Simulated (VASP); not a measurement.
HfO2:

```
CELL_PARAMETERS angstrom
5.06925 0.06157 0.06157
0.06157 5.06925 0.06157
0.06157 0.06157 5.06925
ATOMIC_POSITIONS crystal
Hf 0.99578 0.99578 0.99578
Hf 0.99578 0.49578 0.49578
Hf 0.49578 0.99578 0.49578
Hf 0.49578 0.49578 0.99578
O 0.27275 0.27275 0.27275
O 0.22543 0.22543 0.76614
O 0.22543 0.76614 0.22543
O 0.27274 0.71883 0.71883
O 0.76614 0.22543 0.22543
O 0.71883 0.27274 0.71883
O 0.71883 0.71883 0.27274
O 0.76613 0.76613 0.76613
```

```yaml
Program: VASP 6.6.1
Task: relaxation of the atoms
Functional: PBEsol
Potentials_or_basis: VASP PAW PBE potentials, release 64 (Hf_pv, O)
Cutoff: 520 eV
k_mesh: 4 × 4 × 4
Occupations: gaussian, width 0.01 eV
Spin: no spin polarisation
```

At the start: pressure -3.2 GPa; volume 10.85 Å³/atom.

How do energy, volume and symmetry change on relaxing?

Over 26 steps the energy falls by 3.1 meV/atom at a fixed cell; space group R3m (No. 160, to 0.1 Å) before and after.

Step by step:
| step | energy change (eV) | largest force (eV/Å) | pressure (GPa) |
| --- | --- | --- | --- |
| 1 | 0.0000 | 0.8550 | -3.16 |
| 2 | -0.0138 | 0.5108 | -3.40 |
| 3 | -0.0228 | 0.2729 | -3.35 |
| 4 | -0.0303 | 0.1794 | -3.37 |
| 5 | -0.0305 | 0.1909 | -3.36 |
| 6 | -0.0333 | 0.1041 | -3.32 |
| 7 | -0.0340 | 0.1233 | -3.29 |
| 8 | -0.0350 | 0.0851 | -3.23 |
| 9 | -0.0353 | 0.0743 | -3.19 |
| 10 | -0.0356 | 0.0790 | -3.12 |
| 11 | -0.0357 | 0.0458 | -3.14 |
| 12 | -0.0363 | 0.0365 | -3.12 |
| 13 | -0.0369 | 0.0525 | -3.08 |
| 14 | -0.0374 | 0.0245 | -3.06 |
| 15 | -0.0375 | 0.0660 | -3.05 |
| 16 | -0.0376 | 0.0346 | -3.07 |
| 17 | -0.0376 | 0.0257 | -3.06 |
| 18 | -0.0377 | 0.0166 | -3.09 |
| 19 | -0.0377 | 0.0138 | -3.08 |
| 20 | -0.0377 | 0.0077 | -3.09 |
| 21 | -0.0377 | 0.0135 | -3.10 |
| 22 | -0.0377 | 0.0107 | -3.11 |
| 23 | -0.0377 | 0.0048 | -3.11 |
| 24 | -0.0377 | 0.0055 | -3.11 |
| 25 | -0.0377 | 0.0043 | -3.12 |
| 26 | -0.0377 | 0.0038 | -3.12 |

Final structure:
```yaml
crystal:
  lattice:
    - [5.06925, 0.06157, 0.06157]
    - [0.06157, 5.06925, 0.06157]
    - [0.06157, 0.06157, 5.06925]
  atoms:
    - { symbol: Hf, position: [0.98750, 0.98750, 0.98750] }
    - { symbol: Hf, position: [0.99854, 0.49627, 0.49627] }
    - { symbol: Hf, position: [0.49627, 0.99854, 0.49627] }
    - { symbol: Hf, position: [0.49627, 0.49627, 0.99854] }
    - { symbol: O, position: [0.27867, 0.27867, 0.27867] }
    - { symbol: O, position: [0.22592, 0.22592, 0.77221] }
    - { symbol: O, position: [0.22592, 0.77221, 0.22592] }
    - { symbol: O, position: [0.26873, 0.71806, 0.71806] }
    - { symbol: O, position: [0.77221, 0.22592, 0.22592] }
    - { symbol: O, position: [0.71806, 0.26873, 0.71806] }
    - { symbol: O, position: [0.71806, 0.71806, 0.26873] }
    - { symbol: O, position: [0.76326, 0.76326, 0.76326] }
```

Caveat: the PAW data sets were made with another functional, which shifts forces and pressure a little.
